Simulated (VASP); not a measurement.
A run of VASP 6.6.1 is set up as follows.

File INCAR:

```
PREC = Accurate
ENCUT = 520
EDIFF = 1E-7
ISMEAR = 0
SIGMA = 0.01
LREAL = Auto
LASPH = T
NELM = 100
ALGO = Normal
ISIF = 2
LWAVE = F
LCHARG = T
LELF = T
LVHAR = T
NBANDS = 94
```

File KPOINTS:

```
Automatic mesh
0
Gamma
  4 4 1
```

Contents of POSCAR:

```
ReS2
1.0
    6.2948224531     -0.0068751391      0.0000000000
    3.0851180656      5.6055924670      0.0000000000
    0.0000000000      0.0000000000     23.0000000000
Re S
8 16
Direct
   -0.0585673173      0.3119422500      0.3672663474
    0.0641368984      0.6864267752      0.3717589131
    0.5147136288      0.2848570475      0.3688771326
    0.4906588476      0.7136228603      0.3701430984
    0.3000092322      0.1173829564      0.6282410554
    0.4227135732      0.4918675792      0.6327336388
    0.8734873756      0.0901869606      0.6298569035
    0.8494326216      0.5189527762      0.6311228921
    0.6864331150      0.9032873884      0.3185229265
    0.1477579822      0.9349271510      0.3112717555
   -0.1422209902      1.0633132972      0.4276207046
   -0.1817994414      0.6057260037      0.4372392287
    0.3190651980      1.0950814113      0.4205571897
    0.6476279994      0.4410709639      0.2941556790
    0.3575660707      0.5575247760      0.4449074985
    0.1870176886      0.3936499823      0.3018399556
    1.0450811190      0.7087284173      0.5794428198
    0.5063674394      0.7404965117      0.5723792968
    0.2163883791      0.8688825309      0.6887282210
    0.1771284458      0.4101593448      0.6981600756
    0.6777131284      0.9005225089      0.6814770537
    1.0065800446      0.2462851432      0.5550924981
    0.7165182246      0.3627388582      0.7058443313
    0.5459457704      0.1980837359      0.5627607841
```

Potentials or basis: VASP PAW LDA potentials, release 64 (Re, S).

Run with:

```bash
$ cat potpaw_LDA.64/Re/POTCAR potpaw_LDA.64/S/POTCAR > POTCAR
$ mpirun -np 1 vasp_std > vasp.out
```

(1) What does it give for the largest force?

(2) Estimate the band gap on the k mesh.

Answers

(1) 0.167 eV/Å.

(2) 1.33 eV, direct.

Caveat: spin-orbit coupling is left out, which moves the levels of the heavy elements.
